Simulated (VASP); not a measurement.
Runs of VASP 6.6.1 on TiSe2. The structure is that of space group P-3m1 (No. 164), or close to it. The cells are those of the table. 

```csv
task,cell,k mesh,gap on the mesh (eV),pressure (GPa),relaxed volume (Å³/atom),largest force (eV/Å)
relaxation of cell and atoms,"relaxed from a = 3.557, b = 3.557, c = 6.348 Å, angles 90.0, 90.0, 120.0°, 3 atoms",15 × 15 × 8,none,0.0,20.54,0.01
single point,"a = 3.557, b = 3.557, c = 6.348 Å, angles 90.0, 90.0, 120.0°, 3 atoms",6 × 6 × 4,none,(b),-,0.23
relaxation of cell and atoms,"relaxed from a = 3.481, b = 3.481, c = 5.872 Å, angles 90.0, 90.0, 120.0°, 3 atoms",15 × 15 × 8,none,0.0,20.56,-
single point,"a = 3.481, b = 3.481, c = 5.872 Å, angles 90.0, 90.0, 120.0°, 3 atoms",15 × 15 × 8,none,(a),-,0.02
```

Alike in all rows: level PBE+D3(BJ); potentials or basis VASP PAW PBE potentials, release 64 (Ti_sv, Se); no spin polarisation; cutoff (eV) 500; smearing gaussian 0.1 eV.

**Question.** Fill in the values left out.

**Answer.** (a) 0.1; (b) -2.1.

Caveats: pairwise dispersion overbinds metals, which lowers pressure and volume (some runs).

A k mesh can miss the band edges, and the runs leave out spin-orbit coupling on Se.

A gap of «none» marks levels without a gap at the run's occupations.
